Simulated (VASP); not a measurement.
The system is SiC (CsCl type).

```
Si C
1.0
     2.16363    0.00000    0.00000
     0.00000    2.16363    0.00000
     0.00000    0.00000    2.16363
Si C
1 1
Direct
  0.00000 0.00000 0.00000
  0.50000 0.50000 0.50000
```

Base run:

* Program: VASP 6.6.1
* Functional: PBE
* Potentials or basis: VASP PAW PBE potentials, release 64 (Si, C)
* Cutoff: 600 eV
* k mesh: 14 × 14 × 14
* Occupations: tetrahedron
* Spin: no spin polarisation

Its results: band gap on the k mesh zero (bands 4 and 5 overlap by 4.95 eV); pressure 365.6 GPa.

Q: The run is repeated on the same cell with these changes: occupations from tetrahedron to fermi-dirac, width 0.08 eV. What comes out?

A: Band gap on the k mesh zero (bands 4 and 5 overlap by 4.95 eV); pressure 366.0 GPa.

Caveats: the cell stands under pressure.
